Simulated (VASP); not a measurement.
Input of a VASP 6.6.1 run:

File INCAR:

```
ALGO     = Normal         # electronic algorithm
EDIFF    = 1E-6           # SCF threshold, eV
ENCUT    = 500            # plane-wave cutoff, eV
GGA      = CA             # functional
GGA_COMPAT= False        
ISIF     = 2              # what is computed and relaxed
ISMEAR   = 0              # smearing method
LASPH    = True           # aspherical terms in the spheres
LCHARG   = False          # write CHGCAR
LREAL    = False          # projectors in reciprocal space
LWAVE    = False          # write WAVECAR
NBANDS   = 17             # bands
NELM     = 120            # most SCF steps
PREC     = Accurate       # precision mode
SIGMA    = 0.02           # smearing width, eV
```

The input KPOINTS:

```
k-points
0
Gamma
  10 10 10
```

Contents of POSCAR:

```
TePb
1.0
    0.0000000000      3.1904425242      3.1904425242
    3.1904425242      0.0000000000      3.1904425242
    3.1904425242      3.1904425242      0.0000000000
Pb Te
1 1
Direct
    0.0000000000      0.0000000000      0.0000000000
    0.5000000000      0.5000000000      0.5000000000
```

Potentials or basis: VASP PAW LDA potentials, release 64 (Pb_d, Te).

The run is started by

```bash
$ cat potpaw_LDA.64/Pb_d/POTCAR potpaw_LDA.64/Te/POTCAR > POTCAR
$ mpirun -np 1 vasp_std > vasp.out
```

Problem. What does it give for the band gap on the k mesh?

Solution. 0.55 eV, direct.

Problem. What does it give for the pressure?

Solution. 0.1 GPa.

Caveat: spin-orbit coupling is left out, which moves the levels of the heavy elements. A k mesh can miss the band edges.
